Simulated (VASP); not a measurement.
## Sc: single point with PBE

Crystal: Sc.

```
Sc
1.0
     3.34136    0.00000    0.00000
    -1.67068    2.89370    0.00000
     0.00000    0.00000    5.20208
Sc
2
Direct
  0.33333 0.66667 0.25000
  0.66667 0.33333 0.75000
```

This cell differs from its parent crystal: volume scaled by 1.02.

```yaml
Program: VASP 6.6.1
Task: single point
Functional: PBE
Potentials_or_basis: VASP PAW PBE potentials, release 64 (Sc_sv)
Cutoff: 520 eV
k_mesh: 15 × 15 × 8
Occupations: fermi-dirac, width 0.05 eV
Spin: no spin polarisation
Dipole_correction: no
Further_INCAR_settings: ALGO = Normal; EDIFF = 1e-06; NBANDS = 18
```

```json
{
 "Pressure": "-1.0 GPa",
 "Band gap on the k mesh": "zero (band 11 reaches 4.53 eV, above the bottom of band 12 at 3.09 eV)"
}
```

Levels at points of the mesh, in eV from the Fermi level:
```csv
k point,band 7,band 8,band 9,band 10,band 11,band 12,band 13,band 14,band 15,band 16
"(0.00, 0.00, 0.00)",-27.90,-27.88,-5.09,-1.60,0.57,1.57,1.57,1.82,2.00,2.00
"(0.00, 0.00, 0.50)",-27.93,-27.93,-3.57,-3.57,0.97,0.97,1.48,1.48,1.48,1.48
```

Wall time 91 s on 1 thread of Intel(R) Xeon(R) Platinum 8259CL CPU @ 2.50GHz (Skylake/Cascade Lake) (shared host), peak memory 0.25 GiB.
